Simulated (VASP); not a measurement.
Wanted: the native input for a VASP 6.6.1 run.

```yaml
Task: single point
Functional: r2SCAN
Potentials_or_basis: VASP PAW PBE potentials, release 64 (Ni, O)
Cutoff: 660 eV
k_mesh: 2 × 2 × 2
Occupations: fermi-dirac, width 0.1 eV
Spin: no spin polarisation
Dipole_correction: no
Further_INCAR_settings: ALGO = Normal; EDIFF = 1e-06; NBANDS = 15
```

The system is NiO.

```
Ni O
1.0
     0.00000    2.10079    2.10079
     2.10079    0.00000    2.10079
     2.10079    2.10079    0.00000
Ni O
1 1
Direct
  0.00000 0.00000 0.00000
  0.50000 0.50000 0.50000
```

One way to write it, as run:

POSCAR

```
NiO
1.0
    0.0000000000      2.1007900000      2.1007900000
    2.1007900000      0.0000000000      2.1007900000
    2.1007900000      2.1007900000      0.0000000000
Ni O
1 1
Direct
    0.0000000000      0.0000000000      0.0000000000
    0.5000000000      0.5000000000      0.5000000000
```

INCAR.step1

```
PREC = Accurate
ENCUT = 660
ISMEAR = -1
SIGMA = 0.1
LREAL = F
LASPH = T
NELM = 120
NBANDS = 15
GGA = PE
ALGO = Normal
EDIFF = 1E-5
LWAVE = T
LCHARG = F
GGA_COMPAT = F
```

INCAR.step2

```
PREC = Accurate
ENCUT = 660
EDIFF = 1E-6
ISMEAR = -1
SIGMA = 0.1
LREAL = F
LASPH = T
NELM = 120
ALGO = Normal
ISIF = 2
LWAVE = F
LCHARG = T
METAGGA = R2SCAN
LMIXTAU = T
LELF = T
LVHAR = T
NBANDS = 15
ISTART = 1
GGA_COMPAT = F
```

KPOINTS

```
Automatic mesh
0
Gamma
  2 2 2
```

Potentials or basis: VASP PAW PBE potentials, release 64 (Ni, O).

Command:

```console
$ cat potpaw_PBE.64/Ni/POTCAR potpaw_PBE.64/O/POTCAR > POTCAR
$ cp INCAR.step1 INCAR
$ mpirun -np 1 vasp_std > vasp.out
$ cp INCAR.step2 INCAR
$ mpirun -np 1 vasp_std > vasp.out
```

Results of the run:

The pressure is -20.0 GPa. The band gap on the k mesh is zero (band 8 reaches 9.08 eV, above the bottom of band 9 at 6.41 eV).

Caveat: the k points lie up to 1.30 Å⁻¹ apart; the PAW data sets were made with another functional, which shifts forces and pressure a little; the run has no spin polarisation, though such a crystal can be magnetic; semilocal functionals often make such compounds metallic where correlation or magnetic order opens a gap, which also shifts bond lengths.

Wall time 16 s on 1 thread of Intel(R) Xeon(R) Platinum 8488C (Sapphire Rapids) (shared host), peak memory 0.16 GiB.
